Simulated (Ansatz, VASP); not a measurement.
## Pt in VASP and in Ansatz

Contents of INCAR:

```
PREC = Accurate
ENCUT = 500
EDIFF = 1E-6
ISMEAR = -1
SIGMA = 0.05
LREAL = False
LASPH = True
NELM = 120
ALGO = Normal
ISIF = 2
LWAVE = False
LCHARG = False
GGA = PE
NBANDS = 11
GGA_COMPAT = False
```

The input KPOINTS:

```
Automatic mesh
0
Gamma
  16 16 16
```

File POSCAR:

```
Pt
1.0
    0.0000000000      1.6741970917      1.6741970917
    1.6741970917      0.0000000000      1.6741970917
    1.6741970917      1.6741970917      0.0000000000
Pt
1
Direct
    0.0000000000      0.0000000000      0.0000000000
```

Input for Ansatz:

```yaml
crystal:
  lattice:
    - [0.0, 1.6741970917, 1.6741970917]
    - [1.6741970917, 0.0, 1.6741970917]
    - [1.6741970917, 1.6741970917, 0.0]
  atoms:
    - { symbol: Pt, position: [0.0, 0.0, 0.0] }
kpoints:
  mp_grid: { grid: [16, 16, 16] }
scf:
  occupations: { method: fermi_dirac, width: 0.05 }
hamiltonian:
  xc: pbe
  pseudopotentials: { kind: all_electron, datasets: crystal }
output:
  forces: true
  stress: true
  eigenvalues: true
```

Change from the starting cell: volume scaled by 0.6, crystal datasets.

Alike in both runs: task single point; functional PBE; k mesh 16 × 16 × 16; occupations fermi-dirac, width 0.05 eV; no spin polarisation.

|  | VASP | Ansatz |
| --- | --- | --- |
| version | VASP 6.6.1 | Ansatz 0.2.0 |
| potentials or method | VASP PAW PBE potentials, release 64 (Pt), cutoff 500 eV | all-electron PAW with datasets made for the crystal, scalar-relativistic |

```tsv
	VASP	Ansatz	Ansatz less VASP
pressure (GPa)	482.4	476.9	-5.55
```

Both programs put the cell under a high pressure, so it lies far from rest at this level. Ansatz ran all-electron here, and VASP with PAW potentials.

Spin-orbit coupling is off throughout. Noted on VASP's run: the cell as given lies far from equilibrium.
